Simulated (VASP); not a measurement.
# Al4Co (R-3c) in VASP: further runs

Runs on Al4Co. Level: PBE. Tasks: single point.

Everything below comes from runs of VASP 6.6.1. Logs are shortened: lines on timing, memory, paths and dates and some standing lists are left out, and cuts for length are marked.

**1. The cell of the first run**

The structure is trigonal, space group R-3c (No. 167). Conventional cell: a = 7.290 Å, b = 7.290 Å, c = 10.099 Å, α = 90.00°, β = 90.00°, γ = 120.00°. Al (site symmetry 32) has 2 Co at 2.52 Å and 9 Al at 2.80 to 2.82 Å within 3.3 Å. Within 3.5 Å of Al (site symmetry 2) lie 2 Co at 2.42 Å and 11 Al at 2.80 to 3.43 Å. Within 3.2 Å of Co (site symmetry -3) lie 8 Al at 2.42 to 2.52 Å.

The cell was built from a structure type or drawn by symmetry, and may not be a known phase.

**2. Single point, PBE, collinear spin, ferromagnetic start**

INCAR

```
PREC = Accurate
ENCUT = 520
EDIFF = 1E-6
ISMEAR = 0
SIGMA = 0.1
LREAL = False
LASPH = True
NELM = 150
ALGO = Normal
ISIF = 2
LWAVE = False
LCHARG = False
ISPIN = 2
MAGMOM = 0 0 0 0 0 0 0 0 0.19 0.19
LORBIT = 11
LMAXMIX = 4
GGA = PE
NBANDS = 36
```

KPOINTS

```
regular mesh
0
Gamma
  6 6 6
```

POSCAR

```
Al4Co
1.0
    3.6447518270      2.1042984484      3.3661813886
   -3.6447518270      2.1042984484      3.3661813886
    0.0000000000     -4.2085968969      3.3661813886
Al Co
8 2
Direct
    0.2500000000      0.2500000000      0.2500000000
    0.7500000000      0.7500000000      0.7500000000
    0.6339477868      0.8660522132      0.2500000000
    0.2500000000      0.6339477868      0.8660522132
    0.8660522132      0.2500000000      0.6339477868
    0.3660522132      0.1339477868      0.7500000000
    0.7500000000      0.3660522132      0.1339477868
    0.1339477868      0.7500000000      0.3660522132
    0.0000000000      0.0000000000      0.0000000000
    0.5000000000      0.5000000000      0.5000000000
```

Potentials or basis: VASP PAW PBE potentials, release 64 (Al, Co).

Command:

```bash
> cat potpaw_PBE.64/Al/POTCAR potpaw_PBE.64/Co/POTCAR > POTCAR
> mpirun -np 1 vasp_std > vasp.out
```

OUTCAR:

```text
PREC = Accurate
   ENCUT = 520
   EDIFF = 1E-6
   ISMEAR = 0
   LREAL = False
   LASPH = True
   NELM = 150
   ISIF = 2
   ISPIN = 2
   LORBIT = 11
   GGA = PE

 ion  position               nearest neighbor table
   1  0.250  0.250  0.250-   9 2.52  10 2.52   4 2.80   5 2.80   3 2.80   7 2.82   8 2.82   8 2.82
                             7 2.82   6 2.82   6 2.82
   2  0.750  0.750  0.750-   9 2.52  10 2.52   7 2.80   8 2.80   6 2.80   5 2.82   4 2.82   5 2.82
                             4 2.82   3 2.82   3 2.82
   3  0.634  0.866  0.250-   9 2.42  10 2.42   1 2.80   7 2.82   8 2.82   7 2.82   8 2.82   2 2.82
                             2 2.82   6 3.33   6 3.33
   4  0.250  0.634  0.866-  10 2.42   9 2.42   1 2.80   2 2.82   6 2.82   6 2.82   2 2.82   8 2.82
                             8 2.82   7 3.33   7 3.33
   5  0.866  0.250  0.634-   9 2.42  10 2.42   1 2.80   2 2.82   6 2.82   2 2.82   6 2.82   7 2.82
                             7 2.82   8 3.33   8 3.33
   6  0.366  0.134  0.750-   9 2.42  10 2.42   2 2.80   5 2.82   4 2.82   4 2.82   5 2.82   1 2.82
                             1 2.82   3 3.33   3 3.33
   7  0.750  0.366  0.134-  10 2.42   9 2.42   2 2.80   3 2.82   1 2.82   1 2.82   3 2.82   5 2.82
                             5 2.82   4 3.33   4 3.33
   8  0.134  0.750  0.366-   9 2.42  10 2.42   2 2.80   1 2.82   3 2.82   1 2.82   3 2.82   4 2.82
                             4 2.82   5 3.33   5 3.33
   9  0.000  0.000  0.000-   3 2.42   6 2.42   5 2.42   8 2.42   7 2.42   4 2.42   1 2.52   2 2.52

  10  0.500  0.500  0.500-   3 2.42   6 2.42   4 2.42   7 2.42   5 2.42   8 2.42   1 2.52   2 2.52

  LATTYP: Found a trigonal (rhomboedric) cell.
 ALAT       =     5.3891989183
 COS(alpha) =     0.0852182487

  Lattice vectors:

 A1 = (   3.6447518270,   2.1042984484,   3.3661813886)
 A2 = (  -3.6447518270,   2.1042984484,   3.3661813886)
 A3 = (   0.0000000000,  -4.2085968969,   3.3661813886)

Analysis of symmetry for initial positions (statically):
=====================================================================
 Subroutine PRICEL returns:
 Original cell was already a primitive cell.

 Routine SETGRP: Setting up the symmetry group for a
 trigonal (rhombohedral) supercell.

 Subroutine GETGRP returns: Found 12 space group operations
 (whereof  6 operations were pure point group operations)
 out of a pool of 12 trial point group operations.

The static configuration has the point symmetry S_6 .
 The point group associated with its full space group is D_3d.

Analysis of symmetry for dynamics (positions and initial velocities):
=====================================================================
 Subroutine PRICEL returns:
 Original cell was already a primitive cell.

 Routine SETGRP: Setting up the symmetry group for a
 trigonal (rhombohedral) supercell.

 Subroutine GETGRP returns: Found 12 space group operations
 (whereof  6 operations were pure point group operations)
 out of a pool of 12 trial point group operations.

The dynamic configuration has the point symmetry S_6 .
 The point group associated with its full space group is D_3d.

Analysis of structural, dynamic, and magnetic symmetry:
=====================================================================
 Subroutine PRICEL returns:
 Original cell was already a primitive cell.

 Routine SETGRP: Setting up the symmetry group for a
 trigonal (rhombohedral) supercell.

 Subroutine GETGRP returns: Found 12 space group operations
 (whereof  6 operations were pure point group operations)
 out of a pool of 12 trial point group operations.

The overall configuration has the point symmetry S_6 .
 The point group associated with its full space group is D_3d.

 Subroutine INISYM returns: Found 12 space group operations
 (whereof  6 operations are pure point group operations),
 and found     1 'primitive' translations

----------------------------------------------------------------------------------------

                                     Primitive cell

  volume of cell :     154.9045

  direct lattice vectors                    reciprocal lattice vectors
     3.644751827  2.104298448  3.366181389     0.137183552  0.079202960  0.099024175
    -3.644751827  2.104298448  3.366181389    -0.137183552  0.079202960  0.099024175
     0.000000000 -4.208596897  3.366181389     0.000000000 -0.158405921  0.099024175

  length of vectors
     5.389198918  5.389198918  5.389198918     0.186810661  0.186810661  0.186810661

  position of ions in fractional coordinates (direct lattice)
[... 93 lines left out ...]
   ENCUT  =  520.0 eV  38.22 Ry    6.18 a.u.  10.02 10.02 10.02*2*pi/ulx,y,z
   NELM   =    150;   NELMIN=  2; NELMDL= -5     # of ELM steps
   EDIFF  = 0.1E-05   stopping-criterion for ELM
   LREAL  =      F    real-space projection
   EDIFFG = 0.1E-04   stopping-criterion for IOM
   NSW    =      0    number of steps for IOM
   IBRION =     -1    ionic relax: 0-MD 1-quasi-New 2-CG
   NFREE  =      0    steps in history (QN), initial steepest desc. (CG)
   ISIF   =      2    stress and relaxation
   ISYM   =      2    0-nonsym 1-usesym 2-fastsym
   POTIM  = 0.5000    time-step for ionic-motion
   TEBEG  =    0.0;   TEEND  =   0.0 temperature during run
   PSTRESS=    0.0 pullay stress
   NELECT =      42.0000    total number of electrons
   NUPDOWN=      -1.0000    fix difference up-down
   EMIN   =  10.00;   EMAX   =-10.00  energy-range for DOS
   EFERMI =   0.00;   METHOD = LEGACY
   ISMEAR =     0;   SIGMA  =   0.10  broadening in eV -4-tet -1-fermi 0-gaus
   EFERMI_NEDOS =   21; number of points for ismear=-14 and -15
   IALGO  =     38    algorithm
   IMIX   =      4    mixing-type and parameters
     AMIX     =   0.40;   BMIX     =  1.00
     AMIX_MAG =   1.60;   BMIX_MAG =  1.00
  volume/ion in A,a.u.               =      15.49       104.53
  Fermi-wavevector in a.u.,A,eV,Ry     =   1.059587  2.002329 15.275592  1.122724
  Thomas-Fermi vector in A             =   2.194938
   LORBIT       =     11    0 simple, 1 ext, 2 COOP (PROOUT), +10 PAW based schemes
   GGA     = PE    functional components
   LHFCALC =     F    Hartree Fock is set to
   AEXX    =    0.0000 exact exchange contribution
   IVDW    =     0    specifies the selected vdW correction
   LEPSILON=     F    determine dielectric tensor
   LRPA    =     F    only Hartree local field effects (RPA)
 spin polarized calculation
 Gauss-broadening in eV      SIGMA  =   0.10
  energy-cutoff  :      520.00
  volume of cell :      154.90
 maximum number of plane-waves:      4200
   NGX = 21   NGY = 21   NGZ = 21

 number of electron      41.9999982 magnetization       0.0003010

 Free energy of the ion-electron system (eV)
  ---------------------------------------------------
  ext. energy  EPLUGINS =         0.00000000
  ---------------------------------------------------
  free energy    TOTEN  =       -45.77288355 eV

  energy without entropy =      -45.74647914  energy(sigma->0) =      -45.75968134

 E-fermi :   7.9906     XC(G=0): -10.5591

 val. band max:        7.9881427015   @ k =   0.5000   0.3333   0.3333
 cond. band min:       8.0040029318   @ k =   0.3333   0.3333   0.0000
 fundamental gap:      0.0158602303
 Fermi energy:         7.9906476522

 spin component 1

 k-point     1 :       0.0000    0.0000    0.0000
  band No.  band energies     occupation
      1      -2.5733      1.00000
      2       2.1675      1.00000
      3       2.3327      1.00000
      4       2.3327      1.00000
      5       2.3909      1.00000
      6       2.3909      1.00000
[... 853 lines left out ...]
     32      12.6729      0.00000
     33      13.5151      0.00000

 [... further k-points ...]

 spin component 2

 k-point     1 :       0.0000    0.0000    0.0000
  band No.  band energies     occupation
      1      -2.5732      1.00000
      2       2.1676      1.00000
      3       2.3327      1.00000
      4       2.3327      1.00000
      5       2.3909      1.00000
      6       2.3909      1.00000
[... 853 lines left out ...]
     32      12.6729      0.00000
     33      13.5152      0.00000

 [... further k-points ...]

 [bands above 33 left out]

------------------------ aborting loop because EDIFF is reached ----------------------------------------

  FORCE on cell =-STRESS in cart. coord.  units (eV):
  Direction    XX          YY          ZZ          XY          YZ          ZX
  --------------------------------------------------------------------------------------
  -------------------------------------------------------------------------------------
  Total       -0.1154423     -0.1154423     -0.0688310      0.0000000      0.0000000      0.0000000
  in kB       -1.1940193     -1.1940193     -0.7119193      0.0000000      0.0000000      0.0000000
  external PRESSURE =      -1.0333193 kB  Pullay stress =       0.0000000 kB

 VOLUME and BASIS-vectors are now :
 -----------------------------------------------------------------------------
  energy-cutoff  :      520.00
  volume of cell :      154.90
      direct lattice vectors                 reciprocal lattice vectors
     3.644751827  2.104298448  3.366181389     0.137183552  0.079202960  0.099024175
    -3.644751827  2.104298448  3.366181389    -0.137183552  0.079202960  0.099024175
     0.000000000 -4.208596897  3.366181389     0.000000000 -0.158405921  0.099024175

 POSITION                                       TOTAL-FORCE (eV/Angst)
 -----------------------------------------------------------------------------------
      0.00000     -0.00000      2.52464        -0.000000     -0.000000     -0.000000
      0.00000     -0.00000      7.57391        -0.000000     -0.000000     -0.000000
     -0.84596      2.10430      5.89082        -0.005192     -0.000000      0.000000
     -1.39939     -1.78477      5.89082         0.002596     -0.004496     -0.000000
      2.24536     -0.31952      5.89082         0.002596      0.004496     -0.000000
      0.84596     -2.10430      4.20773         0.005192     -0.000000      0.000000
      1.39939      1.78477      4.20773        -0.002596      0.004496     -0.000000
     -2.24536      0.31952      4.20773        -0.002596     -0.004496     -0.000000
      0.00000      0.00000      0.00000        -0.000000     -0.000000     -0.000000
      0.00000     -0.00000      5.04927        -0.000000     -0.000000     -0.000000
 -----------------------------------------------------------------------------------
    total drift:                                0.000000      0.000000     -0.000000

  FREE ENERGIE OF THE ION-ELECTRON SYSTEM (eV)
  ---------------------------------------------------
  free  energy   TOTEN  =       -45.7728835490 eV

  energy  without entropy=      -45.7464791370  energy(sigma->0) =      -45.75968134

 total charge

# of ion       s       p       d       tot
------------------------------------------
    1        0.417   0.391   0.000   0.808
    2        0.417   0.391   0.000   0.808
    3        0.431   0.351   0.000   0.781
    4        0.431   0.351   0.000   0.781
    5        0.431   0.351   0.000   0.781
    6        0.431   0.351   0.000   0.781
    7        0.431   0.351   0.000   0.781
    8        0.431   0.351   0.000   0.781
    9        0.474   0.506   7.521   8.500
   10        0.474   0.506   7.521   8.500
--------------------------------------------------
tot          4.365   3.896  15.041  23.303

 magnetization (x)

# of ion       s       p       d       tot
------------------------------------------
    1       -0.000   0.000   0.000   0.000
    2       -0.000   0.000   0.000   0.000
    3       -0.000   0.000   0.000  -0.000
    4       -0.000   0.000   0.000  -0.000
    5       -0.000   0.000   0.000  -0.000
    6       -0.000   0.000   0.000  -0.000
    7       -0.000   0.000   0.000  -0.000
    8       -0.000   0.000   0.000  -0.000
    9        0.000   0.000   0.000   0.000
   10        0.000   0.000   0.000   0.000
--------------------------------------------------
tot         -0.000   0.000   0.000   0.000
```

It took 2.4 min on 1 thread of Intel Xeon 6975P-C (Granite Rapids), shared host; peak memory 0.44 GiB.

What came out:

* Free energy: -45.7729 eV
* Pressure: -0.1 GPa
* Largest force: 0.005 eV/Å
* Band gap on the k mesh: zero (filled and empty bands overlap)
* Net moment: 0.00 μB per cell
* Valence electrons inside the program's atomic spheres: Al 0.81, 0.78 (each value once); Co 8.50

Forces on the atoms (eV/Å):
```
Al   0.000  0.000  0.000
Al   0.000  0.000  0.000
Al  -0.005  0.000  0.000
Al   0.003 -0.004  0.000
Al   0.003  0.004  0.000
Al   0.005  0.000  0.000
Al  -0.003  0.004  0.000
Al  -0.003 -0.004  0.000
Co   0.000  0.000  0.000
Co   0.000  0.000  0.000
```

Levels at points of the mesh, in eV from the Fermi level:
Spin up:
| k point | band 19 | band 20 | band 21 | band 22 | band 23 | band 24 |
| --- | --- | --- | --- | --- | --- | --- |
| (0.00, 0.00, 0.00) | -0.60 | -0.60 | -0.27 | -0.27 | 0.54 | 1.02 |
| (0.50, 0.00, 0.00) | -0.68 | -0.68 | -0.07 | -0.07 | 1.23 | 1.23 |
| (0.50, 0.50, 0.00) | -0.51 | -0.38 | -0.11 | 0.34 | 0.67 | 1.47 |
| (0.50, 0.50, 0.50) | 1.72 | 1.72 | 1.72 | 1.72 | 2.20 | 2.20 |
Spin down:
| k point | band 19 | band 20 | band 21 | band 22 | band 23 | band 24 |
| --- | --- | --- | --- | --- | --- | --- |
| (0.00, 0.00, 0.00) | -0.60 | -0.60 | -0.27 | -0.27 | 0.54 | 1.02 |
| (0.50, 0.00, 0.00) | -0.68 | -0.68 | -0.07 | -0.07 | 1.23 | 1.23 |
| (0.50, 0.50, 0.00) | -0.51 | -0.38 | -0.11 | 0.34 | 0.67 | 1.47 |
| (0.50, 0.50, 0.50) | 1.72 | 1.72 | 1.72 | 1.72 | 2.20 | 2.20 |

(Part 1 of 2 ends here.)
